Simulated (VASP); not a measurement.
Input of a VASP 6.6.1 run:

POSCAR

```
GaN
1.0
    0.0000000000      2.1498691711      2.1498691711
    2.1498691711      0.0000000000      2.1498691711
    2.1498691711      2.1498691711      0.0000000000
Ga N
1 1
Direct
    0.0000000000      0.0000000000      0.0000000000
    0.5000000000      0.5000000000      0.5000000000
```

The input INCAR.step1:

```
PREC = Accurate
ENCUT = 520
ISMEAR = 0
SIGMA = 0.01
LREAL = False
LASPH = True
NELM = 80
NBANDS = 16
GGA = PE
ALGO = Normal
EDIFF = 1E-4
LWAVE = True
LCHARG = False
```

INCAR.step2

```
PREC = Accurate
ENCUT = 520
EDIFF = 1E-6
ISMEAR = 0
SIGMA = 0.01
LREAL = False
LASPH = True
NELM = 80
ALGO = Normal
ISIF = 2
LWAVE = False
LCHARG = False
METAGGA = R2SCAN
LMIXTAU = True
NBANDS = 16
ISTART = 1
```

File KPOINTS:

```
regular mesh
0
Gamma
  8 8 8
```

Potentials or basis: VASP PAW PBE potentials, release 64 (Ga_d, N).

The run is started by

```sh
$ cat potpaw_PBE.64/Ga_d/POTCAR potpaw_PBE.64/N/POTCAR > POTCAR
$ cp INCAR.step1 INCAR
$ mpirun -np 1 vasp_std > vasp.out
$ cp INCAR.step2 INCAR
$ mpirun -np 1 vasp_std > vasp.out
```

(1) Predict the pressure.

(2) What does it give for the band gap on the k mesh?

Results:

(1) -11.6 GPa.

(2) 0.78 eV, indirect (least direct gap 2.66 eV).

Caveat: the PAW data sets were made with another functional, which shifts forces and pressure a little.
